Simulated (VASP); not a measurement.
A run of VASP 6.6.1:

The input INCAR:

```
  PREC = Accurate
  ENCUT = 600
  EDIFF = 1E-7
  ISMEAR = 0
  SIGMA = 0.1
  LREAL = F
  LASPH = T
  NELM = 100
  ALGO = Normal
  ISIF = 3
  LWAVE = F
  LCHARG = F
  GGA = PE
  IBRION = 2
  NSW = 100
  EDIFFG = -0.01
```

KPOINTS

```
Automatic mesh
0
Gamma
  12 12 10
```

POSCAR

```
AlH6
1.0
    3.5610809361      0.0000000000      0.0000000000
   -1.7805404680      3.0839865556      0.0000000000
    0.0000000000      0.0000000000      3.7940088793
Al H
1 6
Direct
    0.0000000000      0.0000000000      0.0000000000
    0.3333333333      0.6666666667      0.5000000000
    0.6666666667      0.3333333333      0.5000000000
    0.5000000000      0.0000000000      0.0000000000
    0.0000000000      0.5000000000      0.0000000000
    0.5000000000      0.5000000000      0.0000000000
    0.0000000000      0.0000000000      0.5000000000
```

Potentials or basis: VASP PAW PBE potentials, release 64 (Al, H).

Run with:

```bash
$ cat potpaw_PBE.64/Al/POTCAR potpaw_PBE.64/H/POTCAR > POTCAR
$ mpirun -np 1 vasp_std > vasp.out
```

Hardware: 1 thread of Intel(R) Xeon(R) 6975P-C (Granite Rapids), with other jobs on the host.

Problem. Estimate the wall time of this run.

Solution. It took 63 s on 1 thread of Intel(R) Xeon(R) 6975P-C (Granite Rapids), with other jobs on the host, peak memory 0.18 GiB. Counts: scf iterations 43, k points 114, ion steps 5.
